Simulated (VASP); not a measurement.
# W8C8O in VASP: single point with PBEsol

Aim: the single point of W8C8O with PBEsol.

All numbers are computed with VASP 6.6.1; they aren't measurements. Logs are shortened: lines on timing, memory, paths and dates and some standing lists are left out, and cuts for length are marked.

### Step 1. The cell of the first run

The cell holds a slab with vacuum, 17 atoms: a = 5.764 Å, b = 5.764 Å, c = 15.236 Å, α = 90.00°, β = 90.00°, γ = 120.00°.

### Step 2. Single point, PBEsol

Contents of INCAR:

```
ALGO = Normal
EDIFF = 1E-7
ENCUT = 520
GGA = PS
ISIF = 2
ISMEAR = -1
LASPH = True
LCHARG = False
LREAL = Auto
LWAVE = False
NBANDS = 89
NELM = 80
PREC = Accurate
SIGMA = 0.15
```

Contents of KPOINTS:

```
k-points
0
Gamma
  3 3 1
```

Contents of POSCAR:

```
W8C8O
1.0
    5.7641400000      0.0000000000      0.0000000000
   -2.8820700000      4.9918920000      0.0000000000
    0.0000000000      0.0000000000     15.2358050000
W C O
8 8 1
Direct
    0.0000000000      0.0000000000      0.0656349000
   -0.0005800845     -0.0011622645      0.2587425097
    0.0000000000      0.5000000000      0.0656349000
   -0.0050652628      0.4995578732      0.2514138288
    0.5000000000      0.0000000000      0.0656349000
    0.4938248450     -0.0123616208      0.2449880573
    0.5000000000      0.5000000000      0.0656349000
    0.5046409925      0.4995652245      0.2514045510
    0.3295223949      0.1646070208      0.1530295929
    0.3763757535      0.1731460690      0.3351788590
    0.3331250698      0.6662458473      0.1485850557
    0.3233312722      0.6466484071      0.3218762223
    0.8350974120      0.1646175173      0.1530238456
    0.7966600656      0.1731329987      0.3351355323
    0.8363745356      0.6728002925      0.1538467783
    0.8288802767      0.6577789006      0.3293725616
    0.5491536988      0.0985418113      0.3814236846
```

Potentials or basis: VASP PAW PBE potentials, release 64 (W_sv, C, O).

The run is started by

```console
$ cat potpaw_PBE.64/W_sv/POTCAR potpaw_PBE.64/C/POTCAR potpaw_PBE.64/O/POTCAR > POTCAR
$ mpirun -np 1 vasp_std > vasp.out
```

OUTCAR:

```text
EDIFF = 1E-7
   ENCUT = 520
   GGA = PS
   ISIF = 2
   ISMEAR = -1
   LASPH = True
   LREAL = Auto
   NELM = 80
   PREC = Accurate

 ion  position               nearest neighbor table
   1  0.000  0.000  0.066-  15 2.12  13 2.12   9 2.12   5 2.88   5 2.88   3 2.88   3 2.88   7 2.88
                             7 2.88   2 2.94
   2  0.999  0.999  0.259-  16 2.01  10 2.21  14 2.21  15 2.28   9 2.30  13 2.30   8 2.87   4 2.87
                             6 2.89   6 2.89   4 2.90   8 2.90   1 2.94
   3  0.000  0.500  0.066-  11 2.09  13 2.14  15 2.15   4 2.83   7 2.88   7 2.88   5 2.88   1 2.88
                             1 2.88   5 2.88
   4  0.995  0.500  0.251-  12 1.96  16 2.01  14 2.08  15 2.23  13 2.25  11 2.30   8 2.83   3 2.83
                             6 2.85   2 2.87   2 2.90   6 2.92   8 2.94
   5  0.500  0.000  0.066-  11 2.09  13 2.14   9 2.14   6 2.73   1 2.88   1 2.88   3 2.88   7 2.88
                             7 2.88   3 2.88
   6  0.494  0.988  0.245-  14 2.05  10 2.05  12 2.07  17 2.15  11 2.18   9 2.21  13 2.21   5 2.73
                             8 2.85   4 2.85   2 2.89   2 2.89   4 2.92   8 2.92
   7  0.500  0.500  0.066-  11 2.09   9 2.14  15 2.15   8 2.83   3 2.88   3 2.88   5 2.88   5 2.88
                             1 2.88   1 2.88
   8  0.505  0.500  0.251-  12 1.96  16 2.01  10 2.08  15 2.23   9 2.25  11 2.30   4 2.83   7 2.83
                             6 2.85   2 2.87   2 2.90   6 2.92   4 2.94
   9  0.330  0.165  0.153-   1 2.12   5 2.14   7 2.14   6 2.21   8 2.25   2 2.30
  10  0.376  0.173  0.335-  17 1.45   6 2.05   8 2.08   2 2.21
  11  0.333  0.666  0.149-   7 2.09   3 2.09   5 2.09   6 2.18   8 2.30   4 2.30
  12  0.323  0.647  0.322-   4 1.96   8 1.96   6 2.07
  13  0.835  0.165  0.153-   1 2.12   5 2.14   3 2.14   6 2.21   4 2.25   2 2.30
  14  0.797  0.173  0.335-  17 1.45   6 2.05   4 2.08   2 2.21
  15  0.836  0.673  0.154-   1 2.12   7 2.15   3 2.15   8 2.23   4 2.23   2 2.28
  16  0.829  0.658  0.329-   8 2.01   4 2.01   2 2.01
  17  0.549  0.099  0.381-  10 1.45  14 1.45   6 2.15

  LATTYP: Found a hexagonal cell.
 ALAT       =     5.7641400000
 C/A-ratio  =     2.6432052310

  Lattice vectors:

 A1 = (   5.7641400000,   0.0000000000,   0.0000000000)
 A2 = (  -2.8820700000,   4.9918920000,   0.0000000000)
 A3 = (   0.0000000000,   0.0000000000,  15.2358050000)

Analysis of symmetry for initial positions (statically):
=====================================================================
 Subroutine PRICEL returns:
 Original cell was already a primitive cell.

 Routine SETGRP: Setting up the symmetry group for a
 hexagonal supercell.

 Subroutine GETGRP returns: Found  1 space group operations
 (whereof  1 operations were pure point group operations)
 out of a pool of 24 trial point group operations.

The static configuration has the point symmetry C_1 .

Analysis of symmetry for dynamics (positions and initial velocities):
=====================================================================
 Subroutine PRICEL returns:
 Original cell was already a primitive cell.

 Routine SETGRP: Setting up the symmetry group for a
 hexagonal supercell.

 Subroutine GETGRP returns: Found  1 space group operations
 (whereof  1 operations were pure point group operations)
 out of a pool of 24 trial point group operations.

The dynamic configuration has the point symmetry C_1 .

 Subroutine INISYM returns: Found  1 space group operations
 (whereof  1 operations are pure point group operations),
 and found     1 'primitive' translations

----------------------------------------------------------------------------------------

                                     Primitive cell

  volume of cell :     438.3945

  direct lattice vectors                    reciprocal lattice vectors
     5.764140000  0.000000000  0.000000000     0.173486418  0.100162423  0.000000000
    -2.882070000  4.991892000  0.000000000     0.000000000  0.200324847  0.000000000
     0.000000000  0.000000000 15.235805000     0.000000000  0.000000000  0.065634865

  length of vectors
     5.764140000  5.764140285 15.235805000     0.200324857  0.200324847  0.065634865

  position of ions in fractional coordinates (direct lattice)
     0.000000000  0.000000000  0.065634900
     0.999419915  0.998837735  0.258742510
     0.000000000  0.500000000  0.065634900
     0.994934737  0.499557873  0.251413829
     0.500000000  0.000000000  0.065634900
     0.493824845  0.987638379  0.244988057
[... 9 lines left out ...]
     0.828880277  0.657778901  0.329372562
     0.549153699  0.098541811  0.381423685

  ion indices of the primitive-cell ions
   primitive index   ion index
                 1           1
                 2           2
                 3           3
                 4           4
                 5           5
                 6           6
[... 9 lines left out ...]
                16          16
                17          17

----------------------------------------------------------------------------------------

 KPOINTS: k-points

Automatic generation of k-mesh.
 Grid dimensions read from file:
 generate k-points for:    3    3    1

 Generating k-lattice:

  Cartesian coordinates                     Fractional coordinates (reciprocal lattice)
     0.057828806  0.033387474  0.000000000     0.333333333  0.000000000  0.000000000
     0.000000000  0.066774949  0.000000000     0.000000000  0.333333333  0.000000000
     0.000000000  0.000000000  0.065634865     0.000000000  0.000000000  1.000000000

  Length of vectors
     0.066774952  0.066774949  0.065634865

  Shift w.r.t. Gamma in fractional coordinates (k-lattice)
     0.000000000  0.000000000  0.000000000

 Subroutine IBZKPT returns following result:
 ===========================================

 Found      5 irreducible k-points:

 Following reciprocal coordinates:
            Coordinates               Weight
  0.000000  0.000000  0.000000      1.000000
  0.333333 -0.000000  0.000000      2.000000
  0.000000  0.333333  0.000000      2.000000
 -0.333333  0.333333  0.000000      2.000000
  0.333333  0.333333  0.000000      2.000000
   k-points           NKPTS =      5   k-points in BZ     NKDIM =      5   number of bands    NBANDS=     89
   number of dos      NEDOS =    301   number of ions     NIONS =     17
   total plane-waves  NPLWV = 276480
   dimension x,y,z NGX =    48 NGY =   48 NGZ =  120
   dimension x,y,z NGXF=    96 NGYF=   96 NGZF=  240
   ions per type =               8   8   1
   NGX,Y,Z   is equivalent  to a cutoff of  13.84, 13.84, 13.09 a.u.
   NGXF,Y,Z  is equivalent  to a cutoff of  27.69, 27.69, 26.19 a.u.
 SYSTEM =  unknown system
   PREC   = accura    normal or accurate (medium, high low for compatibility)
   ISTART =      0    job   : 0-new  1-cont  2-samecut
   ICHARG =      2    charge: 1-file 2-atom 10-const
   ISPIN  =      1    spin polarized calculation?
   LNONCOLLINEAR =      F non collinear calculations
   LSORBIT =      F    spin-orbit coupling
   LASPH  =      T    aspherical Exc in radial PAW
   ENCUT  =  520.0 eV  38.22 Ry    6.18 a.u.  10.72 10.72 28.33*2*pi/ulx,y,z
   NELM   =     80;   NELMIN=  2; NELMDL= -5     # of ELM steps
   EDIFF  = 0.1E-06   stopping-criterion for ELM
   LREAL  =      T    real-space projection
   EDIFFG = 0.1E-05   stopping-criterion for IOM
   NSW    =      0    number of steps for IOM
   IBRION =     -1    ionic relax: 0-MD 1-quasi-New 2-CG
   NFREE  =      0    steps in history (QN), initial steepest desc. (CG)
   ISIF   =      2    stress and relaxation
   ISYM   =      2    0-nonsym 1-usesym 2-fastsym
   POTIM  = 0.5000    time-step for ionic-motion
   TEBEG  =    0.0;   TEEND  =   0.0 temperature during run
   PSTRESS=    0.0 pullay stress
   NELECT =     150.0000    total number of electrons
   NUPDOWN=      -1.0000    fix difference up-down
   EMIN   =  10.00;   EMAX   =-10.00  energy-range for DOS
   EFERMI =   0.00;   METHOD = LEGACY
   ISMEAR =    -1;   SIGMA  =   0.15  broadening in eV -4-tet -1-fermi 0-gaus
   EFERMI_NEDOS =   21; number of points for ismear=-14 and -15
   IALGO  =     38    algorithm
   IMIX   =      4    mixing-type and parameters
     AMIX     =   0.40;   BMIX     =  1.00
     AMIX_MAG =   1.60;   BMIX_MAG =  1.00
  volume/ion in A,a.u.               =      25.79       174.03
  Fermi-wavevector in a.u.,A,eV,Ry     =   1.145030  2.163793 17.838514  1.311094
  Thomas-Fermi vector in A             =   2.281720
   LORBIT       =      0    0 simple, 1 ext, 2 COOP (PROOUT), +10 PAW based schemes
   GGA     = PS    functional components
   LHFCALC =     F    Hartree Fock is set to
   AEXX    =    0.0000 exact exchange contribution
   IVDW    =     0    specifies the selected vdW correction
   LEPSILON=     F    determine dielectric tensor
   LRPA    =     F    only Hartree local field effects (RPA)
 non-spin polarized calculation
  energy-cutoff  :      520.00
  volume of cell :      438.39
 maximum number of plane-waves:     11865
 NGX is ok and might be reduce to    48
   NGX = 21   NGY = 21   NGZ = 57

 number of electron     149.9999995 magnetization

 Free energy of the ion-electron system (eV)
  ---------------------------------------------------
  ext. energy  EPLUGINS =         0.00000000
  ---------------------------------------------------
  free energy    TOTEN  =      -179.92407588 eV

  energy without entropy =     -179.56472559  energy(sigma->0) =     -179.74440074

 E-fermi :   1.0916     XC(G=0):  -6.6593

 val. band max:        1.0738128627   @ k =   0.3333   0.3333   0.0000
 cond. band min:       1.2086413252   @ k =   0.3333  -0.0000   0.0000
 fundamental gap:      0.1348284625
 Fermi energy:         1.0915987151

 k-point     1 :       0.0000    0.0000    0.0000
  band No.  band energies     occupation
      1     -73.1336      2.00000
      2     -72.9577      2.00000
      3     -72.8230      2.00000
      4     -72.7675      2.00000
      5     -72.7457      2.00000
      6     -72.7226      2.00000
[... 439 lines left out ...]
     86       3.6148      0.00000
     87       3.6455      0.00000
 [bands above 87 left out]

------------------------ aborting loop because EDIFF is reached ----------------------------------------

  FORCE on cell =-STRESS in cart. coord.  units (eV):
  Direction    XX          YY          ZZ          XY          YZ          ZX
  --------------------------------------------------------------------------------------
  -------------------------------------------------------------------------------------
  Total       -1.0957384      5.3613728      1.2472526      0.0043919      0.0548356      0.0103949
  in kB       -4.0045373     19.5939270      4.5582684      0.0160509      0.2004048      0.0379898
  external PRESSURE =       6.7158860 kB  Pullay stress =       0.0000000 kB

 VOLUME and BASIS-vectors are now :
 -----------------------------------------------------------------------------
  energy-cutoff  :      520.00
  volume of cell :      438.39
      direct lattice vectors                 reciprocal lattice vectors
     5.764140000  0.000000000  0.000000000     0.173486418  0.100162423  0.000000000
    -2.882070000  4.991892000  0.000000000     0.000000000  0.200324847  0.000000000
     0.000000000  0.000000000 15.235805000     0.000000000  0.000000000  0.065634865

 POSITION                                       TOTAL-FORCE (eV/Angst)
 -----------------------------------------------------------------------------------
      0.00000      0.00000      1.00000        -0.000061      0.170092      0.678398
      2.88208      4.98609      3.94215        -0.000601      0.024861     -0.001174
     -1.44104      2.49595      1.00000        -0.289112     -0.184268     -0.057979
      4.29518      2.49374      3.83049        -0.009226     -0.019094     -0.037680
      2.88207      0.00000      1.00000        -0.000066      0.201874     -0.817286
      0.00003      4.93018      3.73259        -0.006291     -0.043621     -0.131315
[... 9 lines left out ...]
      2.88202      3.28356      5.01826         0.000080     -0.008291      0.107494
      2.88139      0.49191      5.81130         0.001913     -0.042879      0.218351
 -----------------------------------------------------------------------------------
    total drift:                                0.002056      0.002824     -0.005734

  FREE ENERGIE OF THE ION-ELECTRON SYSTEM (eV)
  ---------------------------------------------------
  free  energy   TOTEN  =      -179.9240758836 eV

  energy  without entropy=     -179.5647255871  energy(sigma->0) =     -179.74440074
```

It took 19 min on 1 thread of Intel Xeon 8259CL, shared host; peak memory 0.65 GiB.

Results:

```yaml
Free_energy: -179.9241 eV
Largest_force: 0.842 eV/Å
Band_gap_on_the_k_mesh: zero (bands 75 and 76 overlap by 0.53 eV)
```

Forces on the atoms (eV/Å):
```
W    0.000  0.170  0.678
W   -0.001  0.025 -0.001
W   -0.289 -0.184 -0.058
W   -0.009 -0.019 -0.038
W    0.000  0.202 -0.817
W   -0.006 -0.044 -0.131
W    0.289 -0.185 -0.059
W    0.006 -0.022 -0.036
C   -0.004  0.001 -0.003
C   -0.168  0.043  0.006
C    0.000 -0.007  0.001
C    0.000  0.028  0.121
C    0.003  0.000 -0.002
C    0.176  0.044  0.014
C    0.002  0.000 -0.001
C    0.000 -0.008  0.107
O    0.002 -0.043  0.218
```

Caveat: the k points lie up to 0.42 Å⁻¹ apart, too coarse for converged energies and pressures of a metal; the PAW data sets were made with another functional, which shifts forces and pressure a little; spin-orbit coupling is left out, which moves the levels of the heavy elements.
